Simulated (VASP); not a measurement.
Input of a VASP 6.6.1 run:

Contents of INCAR:

```
SYSTEM = LiNbO3
ALGO = Normal
EDIFF = 1E-7
ENCUT = 520
GGA = PE
ISIF = 2
ISMEAR = 0
LASPH = .TRUE.
LCHARG = .FALSE.
LREAL = .FALSE.
LWAVE = .FALSE.
NBANDS = 25
NELM = 60
PREC = Accurate
SIGMA = 0.01
```

File KPOINTS:

```
k-points
0
G
  6 6 6
  0 0 0
```

File POSCAR:

```
LiNbO3
1.0
    3.9560242182      0.0000000000      0.0000000000
    0.0000000000      3.9560242182      0.0000000000
    0.0000000000      0.0000000000      3.9560242182
Li Nb O
1 1 3
Direct
    0.0000000000      0.0000000000      0.0000000000
    0.5000000000      0.5000000000      0.5000000000
    0.5000000000      0.5000000000      0.0000000000
    0.5000000000      0.0000000000      0.5000000000
    0.0000000000      0.5000000000      0.5000000000
```

Potentials or basis: VASP PAW PBE potentials, release 64 (Li_sv, Nb_sv, O).

Run with:

```console
$ cat potpaw_PBE.64/Li_sv/POTCAR potpaw_PBE.64/Nb_sv/POTCAR potpaw_PBE.64/O/POTCAR > POTCAR
$ mpirun -np 1 vasp_std > vasp.out
```

Question: Estimate the band gap on the k mesh.

Answer: 1.68 eV, indirect (least direct gap 2.48 eV).

 Expect the measured gap to be larger: semilocal functionals such as PBE lack the derivative discontinuity.
